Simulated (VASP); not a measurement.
Here is a VASP 6.6.1 calculation.

INCAR

```
SYSTEM = Sn
PREC = Accurate ; ENCUT = 520
EDIFF = 1E-7 ; ISMEAR = 0
SIGMA = 0.1 ; LREAL = .FALSE.
LASPH = .TRUE. ; NELM = 80
ALGO = Normal ; ISIF = 2
LWAVE = .FALSE. ; LCHARG = .TRUE.
GGA = PS ; LELF = .TRUE.
LVHAR = .TRUE. ; NBANDS = 21
```

The input KPOINTS:

```
regular mesh
0
G
  12 12 12
  0 0 0
```

The input POSCAR:

```
Sn
1.0
    0.0000000000      3.3343083671      3.3343083671
    3.3343083671      0.0000000000      3.3343083671
    3.3343083671      3.3343083671      0.0000000000
Sn
2
Direct
    0.0000000000      0.0000000000      0.0000000000
    0.2500000000      0.2500000000      0.2500000000
```

Potentials or basis: VASP PAW PBE potentials, release 64 (Sn_d).

Run with:

```sh
$ cat potpaw_PBE.64/Sn_d/POTCAR > POTCAR
$ mpirun -np 1 vasp_std > vasp.out
```

(1) What does it give for the pressure?

(2) Predict the band gap on the k mesh.

Results:

(1) -2.2 GPa.

(2) zero (bands 14 and 15 overlap by 0.30 eV).

Caveat: the PAW data sets were made with another functional, which shifts forces and pressure a little; spin-orbit coupling is left out, which moves the levels of the heavy elements.
